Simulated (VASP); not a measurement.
# SrH12Br2O6 (P321) in VASP: further runs, part 2 of 2

VASP 6.6.1. The steps go on from the part before.

### Step 3. Electric field gradients, LDA

INCAR

```
  PREC = Accurate
  ENCUT = 520
  EDIFF = 1E-8
  ISMEAR = -1
  SIGMA = 0.02
  LREAL = Auto
  LASPH = True
  NELM = 60
  ALGO = Normal
  ISIF = 2
  LWAVE = False
  LCHARG = False
  GGA = CA
  LEFG = True
  NBANDS = 52
```

KPOINTS

```
regular mesh
0
Gamma
  3 3 5
```

POSCAR

```
SrH12Br2O6
1.0
    8.2040000000      0.0000000000      0.0000000000
   -4.1020000000      7.1048724126      0.0000000000
    0.0000000000      0.0000000000      4.1590000000
Sr H Br O
1 12 2 6
Direct
    0.0000000000      0.0000000000      0.0000000000
    0.0958604894      0.4331783092      0.9056337415
    0.5668216908      0.6626821802      0.9056337415
    0.3373178198      0.9041395106      0.9056337415
    0.4331783092      0.0958604894      0.0943662585
    0.6626821802      0.5668216908      0.0943662585
    0.9041395106      0.3373178198      0.0943662585
    0.3446714694      0.2356021041      0.5135799596
    0.7643978959      0.1090693653      0.5135799596
    0.8909306347      0.6553285306      0.5135799596
    0.2356021041      0.3446714694      0.4864200404
    0.1090693653      0.7643978959      0.4864200404
    0.6553285306      0.8909306347      0.4864200404
    0.3333333333      0.6666666667      0.5847148165
    0.6666666667      0.3333333333      0.4152851835
    0.7838876809      0.0000000000      0.5000000000
    0.0000000000      0.7838876809      0.5000000000
    0.2161123191      0.2161123191      0.5000000000
    0.3132492948      0.0000000000      0.0000000000
    0.0000000000      0.3132492948      0.0000000000
    0.6867507052      0.6867507052      0.0000000000
```

Potentials or basis: VASP PAW LDA potentials, release 64 (Sr_sv, H, Br, O).

Launch:

```sh
cat potpaw_LDA.64/Sr_sv/POTCAR potpaw_LDA.64/H/POTCAR potpaw_LDA.64/Br/POTCAR potpaw_LDA.64/O/POTCAR > POTCAR
mpirun -np 1 vasp_std > vasp.out
```

OUTCAR:

```text
PREC = Accurate
   ENCUT = 520
   EDIFF = 1E-8
   ISMEAR = -1
   LREAL = Auto
   LASPH = True
   NELM = 60
   ISIF = 2
   GGA = CA

 ion  position               nearest neighbor table
   1  0.000  0.000  0.000-  20 2.57  21 2.57  19 2.57  18 2.73  17 2.73  17 2.73  18 2.73  16 2.73
                            16 2.73
   2  0.096  0.433  0.906-  20 0.98
   3  0.567  0.663  0.906-  21 0.98
   4  0.337  0.904  0.906-  19 0.98
   5  0.433  0.096  0.094-  19 0.98
   6  0.663  0.567  0.094-  21 0.98
   7  0.904  0.337  0.094-  20 0.98
   8  0.345  0.236  0.514-  18 0.99
   9  0.764  0.109  0.514-  16 0.99
  10  0.891  0.655  0.514-  17 0.99
  11  0.236  0.345  0.486-  18 0.99
  12  0.109  0.764  0.486-  17 0.99
  13  0.655  0.891  0.486-  16 0.99
  14  0.333  0.667  0.585-
  15  0.667  0.333  0.415-
  16  0.784  0.000  0.500-  13 0.99   9 0.99   1 2.73   1 2.73
  17  0.000  0.784  0.500-  10 0.99  12 0.99   1 2.73   1 2.73
  18  0.216  0.216  0.500-  11 0.99   8 0.99   1 2.73   1 2.73
  19  0.313  0.000  0.000-   4 0.98   5 0.98   1 2.57
  20  0.000  0.313  0.000-   2 0.98   7 0.98   1 2.57
  21  0.687  0.687  0.000-   6 0.98   3 0.98   1 2.57

[... 823 lines left out ...]
  ---------------------------------------------------
  free  energy   TOTEN  =      -107.6505771707 eV

  energy  without entropy=     -107.6505771707  energy(sigma->0) =     -107.65057717

 Electric field gradients (V/A^2)
---------------------------------------------------------------------
 ion       V_xx      V_yy      V_zz      V_xy      V_xz      V_yz
---------------------------------------------------------------------
   1      -4.482    -4.482     8.963    -0.000     0.000    -0.000
   2     -11.837    22.909   -11.072    13.830    -8.592   -19.555
   3      26.200   -15.128   -11.072     8.131    21.232     2.337
   4       2.246     8.826   -11.072   -21.961   -12.639    17.219
   5       2.246     8.826   -11.072    21.960    12.639    17.219
   6     -11.838    22.910   -11.072   -13.830     8.592   -19.556
[... 13 lines left out ...]
  20      46.592    27.779   -74.372    16.296   -95.958   -55.401
  21      46.592    27.779   -74.371   -16.292    95.958   -55.401
---------------------------------------------------------------------

 Electric field gradients after diagonalization (V/A^2)
 (convention: |V_zz| > |V_xx| > |V_yy|)
----------------------------------------------------------------------
 ion       V_xx      V_yy      V_zz     asymmetry (V_yy - V_xx)/ V_zz
----------------------------------------------------------------------
   1      -4.482    -4.482     8.963       0.000
   2     -21.010   -16.145    37.155       0.131
   3     -21.010   -16.146    37.156       0.131
   4     -21.010   -16.146    37.156       0.131
   5     -21.010   -16.145    37.155       0.131
   6     -21.010   -16.146    37.156       0.131
[... 13 lines left out ...]
  20     119.371    18.370  -137.741       0.733
  21     119.369    18.373  -137.741       0.733
----------------------------------------------------------------------

           NMR quadrupolar parameters

 Cq : quadrupolar parameter    Cq=e*Q*V_zz/h
 eta: asymmetry parameters     (V_yy - V_xx)/ V_zz
 Q  : nuclear electric quadrupole moment in mb (millibarn)
----------------------------------------------------------------------
 ion       Cq(MHz)       eta       Q (mb)
----------------------------------------------------------------------
   1       0.022       0.000       1.000
   2       0.090       0.131       1.000
   3       0.090       0.131       1.000
   4       0.090       0.131       1.000
   5       0.090       0.131       1.000
   6       0.090       0.131       1.000
[... 13 lines left out ...]
  20      -0.333       0.733       1.000
  21      -0.333       0.733       1.000
----------------------------------------------------------------------
```

stdout:

```text
POSCAR found type information on POSCAR SrH BrO
 POSCAR found :  4 types and      21 ions
 scaLAPACK will be used
 LDA part: xc-table for (Slater(with rela. corr.)+CA(PZ))
 , standard interpolation
 POSCAR, INCAR and KPOINTS ok, starting setup
 FFT: planning ... GRIDC
 FFT: planning ... GRID_SOFT
 FFT: planning ... GRID
 WAVECAR not read
 entering main loop
ion   1

ion   2
     0.0000116     5.2721363    -6.3036202    -2.1599863    -1.7512842    -6.0767110
     0.0000158     5.2721363    -6.3036202    -2.1599863    -1.7512842    -6.0767110
     0.0000215     5.2721362    -6.3036202    -2.1599863    -1.7512842    -6.0767110
     0.0000293     5.2721362    -6.3036202    -2.1599863    -1.7512842    -6.0767110

     0.0000116     5.5081423    -6.5858004    -2.2566776    -1.8296800    -6.3487336
     0.0000158     5.5081423    -6.5858004    -2.2566776    -1.8296800    -6.3487336
     0.0000215     5.5081423    -6.5858004    -2.2566776    -1.8296800    -6.3487336
     0.0000293     5.5081422    -6.5858003    -2.2566776    -1.8296800    -6.3487336
[... 106 lines left out ...]
     0.0000116    -2.7682938     0.1978411    -4.6886897    -0.8930528     9.4476312
     0.0000158    -2.7682938     0.1978411    -4.6886897    -0.8930528     9.4476311
     0.0000215    -2.7682938     0.1978411    -4.6886897    -0.8930528     9.4476311
     0.0000293    -2.7682938     0.1978411    -4.6886897    -0.8930528     9.4476311

ion  13
     0.0000116     9.1561619
```

Run time: 3.6 min. Hardware: 1 thread of Intel Xeon Platinum 8488C (Sapphire Rapids), shared host; peak memory 0.34 GiB.

What came out:

```
Free energy                             : -107.6506 eV
Pressure                                : -1.8 GPa
Largest force                           : 0.501 eV/Å
Band gap on the k mesh                  : 3.93 eV
Largest electric field gradient by atom : Sr +9.0; H +37.2, +36.4 (each value once); Br -66.1; O -125.0, -137.7 (each value once) V/Å²
```

Forces on the atoms (eV/Å):
```
Sr   0.000  0.000  0.000
H    0.222  0.322 -0.210
H   -0.390  0.032 -0.210
H    0.167 -0.353 -0.210
H    0.167  0.353  0.210
H    0.222 -0.322  0.210
H   -0.390 -0.032  0.210
H    0.438 -0.058  0.033
H   -0.169  0.408  0.033
H   -0.269 -0.350  0.033
H   -0.269  0.350 -0.033
H    0.438  0.058 -0.033
H   -0.169 -0.408 -0.033
Br   0.000  0.000  0.060
Br   0.000  0.000 -0.060
O    0.500  0.000  0.000
O   -0.250  0.433  0.000
O   -0.250 -0.433  0.000
O   -0.500  0.000  0.000
O    0.250 -0.433  0.000
O    0.250  0.433  0.000
```

Levels at points of the mesh, in eV from the valence-band top:
| k point | band 32 | band 33 | band 34 | band 35 | band 36 | band 37 | band 38 | band 39 | band 40 | band 41 |
| --- | --- | --- | --- | --- | --- | --- | --- | --- | --- | --- |
| (0.00, 0.00, 0.00) | -0.87 | -0.65 | -0.65 | -0.13 | 0.00 | 3.93 | 6.41 | 6.41 | 7.00 | 7.00 |

Electric field gradients, principal values (V/Å²):
| atom | least | middle | greatest (by size) |
| --- | --- | --- | --- |
| 1 Sr | -4.482 | -4.482 | 8.963 |
| 2 H | -16.145 | -21.010 | 37.155 |
| 3 H | -16.146 | -21.010 | 37.156 |
| 4 H | -16.146 | -21.010 | 37.156 |
| 5 H | -16.145 | -21.010 | 37.155 |
| 6 H | -16.146 | -21.010 | 37.156 |
| 7 H | -16.146 | -21.010 | 37.156 |
| 8 H | -16.300 | -20.070 | 36.370 |
| 9 H | -16.301 | -20.069 | 36.370 |
| 10 H | -16.298 | -20.070 | 36.368 |
| 11 H | -16.300 | -20.070 | 36.370 |
| 12 H | -16.301 | -20.069 | 36.370 |
| 13 H | -16.298 | -20.070 | 36.368 |
| 14 Br | 33.028 | 33.029 | -66.057 |
| 15 Br | 33.028 | 33.029 | -66.057 |
| 16 O | 13.150 | 111.887 | -125.037 |
| 17 O | 13.150 | 111.887 | -125.037 |
| 18 O | 13.149 | 111.886 | -125.035 |
| 19 O | 18.370 | 119.371 | -137.741 |
| 20 O | 18.370 | 119.371 | -137.741 |
| 21 O | 18.373 | 119.369 | -137.741 |

Caveat: without QUAD_EFG the Cq values of the log hold for a quadrupole moment of 1 mb, not for the nuclei.

### Step 4. Electric field gradients, r2SCAN

POSCAR is that of step 3.

INCAR.step1

```
SYSTEM = SrH12Br2O6
PREC     = Accurate       ! precision mode
ENCUT    = 520            ! plane-wave cutoff, eV
ISMEAR   = -1             ! smearing method
SIGMA    = 0.02           ! smearing width, eV
LREAL    = Auto         
LASPH    = .True.         ! aspherical terms in the spheres
NELM     = 80             ! most SCF steps
NBANDS   = 52             ! bands
GGA      = PE             ! functional
ALGO     = Normal         ! electronic algorithm
EDIFF    = 1E-4           ! SCF threshold, eV
LWAVE    = .True.         ! write WAVECAR
LCHARG   = .False.        ! write CHGCAR
```

INCAR.step2

```
SYSTEM = SrH12Br2O6
PREC     = Accurate       ! precision mode
ENCUT    = 520            ! plane-wave cutoff, eV
EDIFF    = 1E-8           ! SCF threshold, eV
ISMEAR   = -1             ! smearing method
SIGMA    = 0.02           ! smearing width, eV
LREAL    = Auto         
LASPH    = .True.         ! aspherical terms in the spheres
NELM     = 80             ! most SCF steps
ALGO     = Normal         ! electronic algorithm
ISIF     = 2              ! what is computed and relaxed
LWAVE    = .False.        ! write WAVECAR
LCHARG   = .False.        ! write CHGCAR
METAGGA  = R2SCAN         ! meta-GGA
LMIXTAU  = .True.       
LEFG     = .True.       
NBANDS   = 52             ! bands
ISTART   = 1
```

KPOINTS

```
Automatic mesh
0
Gamma
  3 3 5
  0 0 0
```

Potentials or basis: VASP PAW PBE potentials, release 64 (Sr_sv, H, Br, O).

Launch:

```sh
cat potpaw_PBE.64/Sr_sv/POTCAR potpaw_PBE.64/H/POTCAR potpaw_PBE.64/Br/POTCAR potpaw_PBE.64/O/POTCAR > POTCAR
cp INCAR.step1 INCAR
mpirun -np 1 vasp_std > vasp.out
cp INCAR.step2 INCAR
mpirun -np 1 vasp_std > vasp.out
```

OUTCAR:

```text
SYSTEM = SrH12Br2O6
   PREC = Accurate
   ENCUT = 520
   EDIFF = 1E-8
   ISMEAR = -1
   LREAL = Auto
   LASPH = .True.
   NELM = 80
   ISIF = 2
   METAGGA = R2SCAN
   ISTART = 1

 ion  position               nearest neighbor table
   1  0.000  0.000  0.000-  20 2.57  21 2.57  19 2.57  18 2.73  17 2.73  17 2.73  18 2.73  16 2.73
                            16 2.73
   2  0.096  0.433  0.906-  20 0.98
   3  0.567  0.663  0.906-  21 0.98
   4  0.337  0.904  0.906-  19 0.98
   5  0.433  0.096  0.094-  19 0.98
   6  0.663  0.567  0.094-  21 0.98
   7  0.904  0.337  0.094-  20 0.98
   8  0.345  0.236  0.514-  18 0.99
   9  0.764  0.109  0.514-  16 0.99
  10  0.891  0.655  0.514-  17 0.99
  11  0.236  0.345  0.486-  18 0.99
  12  0.109  0.764  0.486-  17 0.99
  13  0.655  0.891  0.486-  16 0.99
  14  0.333  0.667  0.585-
  15  0.667  0.333  0.415-
  16  0.784  0.000  0.500-  13 0.99   9 0.99   1 2.73   1 2.73
  17  0.000  0.784  0.500-  10 0.99  12 0.99   1 2.73   1 2.73
  18  0.216  0.216  0.500-  11 0.99   8 0.99   1 2.73   1 2.73
  19  0.313  0.000  0.000-   4 0.98   5 0.98   1 2.57
  20  0.000  0.313  0.000-   2 0.98   7 0.98   1 2.57
  21  0.687  0.687  0.000-   6 0.98   3 0.98   1 2.57

[... 824 lines left out ...]
  free  energy   TOTEN  =      -145.2933124569 eV

  energy  without entropy=     -145.2933124569  energy(sigma->0) =     -145.29331246

 Electric field gradients (V/A^2)
---------------------------------------------------------------------
 ion       V_xx      V_yy      V_zz      V_xy      V_xz      V_yz
---------------------------------------------------------------------
   1      -4.637    -4.637     9.273    -0.000     0.000    -0.000
   2     -11.379    22.260   -10.881    13.269    -8.457   -18.955
   3      25.343   -14.461   -10.881     7.932    20.644     2.154
   4       2.359     8.522   -10.881   -21.202   -12.187    16.801
   5       2.359     8.522   -10.881    21.201    12.187    16.801
   6     -11.380    22.261   -10.881   -13.270     8.457   -18.955
[... 13 lines left out ...]
  20      50.522    30.372   -80.894    17.455  -104.123   -60.115
  21      50.522    30.372   -80.894   -17.451   104.123   -60.115
---------------------------------------------------------------------

 Electric field gradients after diagonalization (V/A^2)
 (convention: |V_zz| > |V_xx| > |V_yy|)
----------------------------------------------------------------------
 ion       V_xx      V_yy      V_zz     asymmetry (V_yy - V_xx)/ V_zz
----------------------------------------------------------------------
   1      -4.637    -4.637     9.273       0.000
   2     -20.581   -15.418    35.999       0.143
   3     -20.581   -15.418    36.000       0.143
   4     -20.581   -15.419    35.999       0.143
   5     -20.581   -15.418    35.999       0.143
   6     -20.581   -15.418    36.000       0.143
[... 13 lines left out ...]
  20     129.355    20.293  -149.648       0.729
  21     129.353    20.296  -149.649       0.729
----------------------------------------------------------------------

           NMR quadrupolar parameters

 Cq : quadrupolar parameter    Cq=e*Q*V_zz/h
 eta: asymmetry parameters     (V_yy - V_xx)/ V_zz
 Q  : nuclear electric quadrupole moment in mb (millibarn)
----------------------------------------------------------------------
 ion       Cq(MHz)       eta       Q (mb)
----------------------------------------------------------------------
   1       0.022       0.000       1.000
   2       0.087       0.143       1.000
   3       0.087       0.143       1.000
   4       0.087       0.143       1.000
   5       0.087       0.143       1.000
   6       0.087       0.143       1.000
[... 13 lines left out ...]
  20      -0.362       0.729       1.000
  21      -0.362       0.729       1.000
----------------------------------------------------------------------
```

OUTCAR.step1:

```text
SYSTEM = SrH12Br2O6
   PREC = Accurate
   ENCUT = 520
   ISMEAR = -1
   LREAL = Auto
   LASPH = .True.
   NELM = 80
[... 830 lines left out ...]
      3.11154      4.02720      0.39247         0.052988     -0.064129      0.045362
[... 13 lines left out ...]
     -1.28495      2.22560      0.00000         0.017542     -0.030384     -0.000000
      2.81705      4.87928      0.00000         0.017542      0.030384     -0.000000
 -----------------------------------------------------------------------------------
    total drift:                               -0.000000     -0.000001     -0.000000

  FREE ENERGIE OF THE ION-ELECTRON SYSTEM (eV)
  ---------------------------------------------------
  free  energy   TOTEN  =      -100.4827136266 eV

  energy  without entropy=     -100.4827136266  energy(sigma->0) =     -100.48271363
```

OSZICAR.step1:

```text
N       E                     dE             d eps       ncg     rms          rms(c)
DAV:   1     0.434461061379E+03    0.43446E+03   -0.34759E+04  1152   0.124E+03
DAV:   2    -0.679116219072E+02   -0.50237E+03   -0.48969E+03  1380   0.277E+02
DAV:   3    -0.108741499048E+03   -0.40830E+02   -0.40635E+02  1448   0.824E+01
DAV:   4    -0.109759805887E+03   -0.10183E+01   -0.10164E+01  1848   0.109E+01
DAV:   5    -0.109772745877E+03   -0.12940E-01   -0.12935E-01  1560   0.111E+00    0.219E+01
DAV:   6    -0.100622323559E+03    0.91504E+01   -0.34603E+01  1336   0.238E+01    0.136E+01
DAV:   7    -0.100558637667E+03    0.63686E-01   -0.14651E+00  1512   0.494E+00    0.754E+00
DAV:   8    -0.100483068482E+03    0.75569E-01   -0.28383E-01  1496   0.267E+00    0.946E-01
DAV:   9    -0.100477592427E+03    0.54761E-02   -0.44049E-02  1560   0.967E-01    0.461E-01
DAV:  10    -0.100482058061E+03   -0.44656E-02   -0.10186E-02  1440   0.416E-01    0.156E-01
DAV:  11    -0.100482546599E+03   -0.48854E-03   -0.11882E-03  1496   0.147E-01    0.803E-02
DAV:  12    -0.100482696986E+03   -0.15039E-03   -0.35898E-04  1248   0.786E-02    0.166E-02
DAV:  13    -0.100482713627E+03   -0.16640E-04   -0.21838E-05  1104   0.205E-02
   1 F= -.10048271E+03 E0= -.10048271E+03  d E =-.283121E-12
```

Run time: 12 min. Hardware: 1 thread of Intel Xeon Platinum 8488C (Sapphire Rapids), shared host; peak memory 0.43 GiB.

What came out:

| Item | Value |
| --- | --- |
| Free energy | -145.2933 eV |
| Pressure | -1.2 GPa |
| Largest force | 0.382 eV/Å |
| Band gap on the k mesh | 4.77 eV |
| Largest electric field gradient by atom | Sr +9.3; H +36.0, +35.2 (each value once); Br -59.1; O -136.8, -149.6 (each value once) V/Å² |

Forces in eV/Å, atoms in the order of the input:
```
Sr   0.000  0.000  0.000
H   -0.079 -0.295  0.128
H    0.295  0.079  0.128
H   -0.216  0.216  0.128
H   -0.216 -0.216 -0.128
H   -0.079  0.295 -0.128
H    0.295 -0.079 -0.128
H   -0.308 -0.096 -0.002
H    0.237 -0.219 -0.002
H    0.071  0.315 -0.002
H    0.071 -0.315  0.002
H   -0.308  0.096  0.002
H    0.237  0.219  0.002
Br   0.000  0.000 -0.050
Br   0.000  0.000  0.050
O   -0.371  0.000  0.000
O    0.186 -0.322  0.000
O    0.186  0.322  0.000
O    0.382  0.000  0.000
O   -0.191  0.331  0.000
O   -0.191 -0.331  0.000
```

Stress tensor (GPa, compression positive):
```
-1.51  0.00  0.00
 0.00 -1.51  0.00
 0.00  0.00 -0.68
```

Electric field gradients, principal values (V/Å²):
```csv
atom,least,middle,greatest (by size)
1 Sr,-4.637,-4.637,9.273
2 H,-15.418,-20.581,35.999
3 H,-15.418,-20.581,36.000
4 H,-15.419,-20.581,35.999
5 H,-15.418,-20.581,35.999
6 H,-15.418,-20.581,36.000
7 H,-15.419,-20.581,35.999
8 H,-15.582,-19.596,35.179
9 H,-15.584,-19.595,35.179
10 H,-15.581,-19.596,35.177
11 H,-15.582,-19.596,35.179
12 H,-15.584,-19.595,35.179
13 H,-15.581,-19.596,35.177
14 Br,29.548,29.549,-59.097
15 Br,29.548,29.549,-59.097
16 O,15.000,121.815,-136.815
17 O,15.000,121.815,-136.815
18 O,14.999,121.815,-136.814
19 O,20.293,129.355,-149.648
20 O,20.293,129.355,-149.648
21 O,20.296,129.353,-149.649
```

Caveat: without QUAD_EFG the Cq values of the log hold for a quadrupole moment of 1 mb, not for the nuclei; the PAW data sets were made with another functional, which shifts forces and pressure a little.

### Step 5. The runs side by side

| level | potentials or basis | cell | gap on the mesh (eV) | pressure (GPa) | largest force (eV/Å) |
| --- | --- | --- | --- | --- | --- |
| PBE | VASP PAW PBE potentials, release 64 (Sr_sv, H, Br, O) | as given, atomic positions A | 3.67 | 27.1 | 25.38 |
| LDA | VASP PAW LDA potentials, release 64 (Sr_sv, H, Br, O) | as given, atomic positions B | 3.93 | -1.8 | 0.50 |
| r2SCAN | VASP PAW PBE potentials, release 64 (Sr_sv, H, Br, O) | as given, atomic positions B | 4.77 | -1.2 | 0.38 |

Alike in all rows: task electric field gradients; no spin polarisation; k mesh 3 × 3 × 5; cutoff (eV) 520; smearing fermi-dirac 0.02 eV.

Caveats: the cell stands under pressure (at least some runs); forces of over 1 eV/Å act on the atoms, so gaps and moduli don't describe the material at rest (at least some runs); the PAW data sets were made with another functional, which shifts forces and pressure a little (at least some runs).

Total energies depend on the potentials used, so only differences within one code and one set of settings carry meaning.
